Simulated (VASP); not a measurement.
Write the native input for VASP 6.6.1 that does the following.

* Task: single point
* Functional: PBE
* Dispersion: D3(BJ)
* Potentials or basis: VASP PAW PBE potentials, release 64 (C)
* Cutoff: 520 eV
* k mesh: 15 × 15 × 1
* Occupations: gaussian, width 0.1 eV
* Spin: no spin polarisation
* Dipole correction: yes
* Further INCAR settings: ALGO = Normal; EDIFF = 1e-06; NBANDS = 16

The structure of C lies in POSCAR:

```
C
1.0
    2.4656677093      0.0000000000      0.0000000000
   -1.2328338546      2.1353308736      0.0000000000
    0.0000000000      0.0000000000     17.5000661151
C
4
Direct
    0.6666666667      0.3333333333      0.2571417953
    0.3333333333      0.6666666667      0.2571401791
    1.3333333333      0.6666666667      0.4612626548
    1.6666666667      0.3333333333      0.4612627468
```

This cell differs from its parent crystal: layers slid over each other, then relaxed in part.

These files were run (other wordings do the same):

INCAR

```
PREC     = Accurate       # precision mode
ENCUT    = 520            # plane-wave cutoff, eV
EDIFF    = 1E-6           # SCF threshold, eV
ISMEAR   = 0              # smearing method
SIGMA    = 0.1            # smearing width, eV
LREAL    = False          # projectors in reciprocal space
LASPH    = True           # aspherical terms in the spheres
NELM     = 60             # most SCF steps
ALGO     = Normal         # electronic algorithm
ISIF     = 2              # what is computed and relaxed
LWAVE    = False          # write WAVECAR
LCHARG   = True           # write CHGCAR
LDIPOL   = True         
IDIPOL   = 3            
DIPOL    = 0.5 0.5 0.359
GGA      = PE             # functional
IVDW     = 12             # dispersion correction
LELF     = True           # ELF
LVHAR    = True         
LVACPOTAV= True         
NBANDS   = 16             # bands
```

KPOINTS

```
Automatic mesh
0
Gamma
  15 15 1
```

Potentials or basis: VASP PAW PBE potentials, release 64 (C).

The run is started by

```console
$ cat potpaw_PBE.64/C/POTCAR > POTCAR
$ mpirun -np 1 vasp_std > vasp.out
```

Results of the run:

| Item | Value |
| --- | --- |
| Dispersion energy per atom | -0.115 eV |

Caveat: the cell differs from its parent crystal (layers slid over each other, then relaxed in part).

It took 33 s on 1 thread of Intel(R) Xeon(R) 6975P-C (Granite Rapids), with other jobs on the host, peak memory 0.2 GiB.
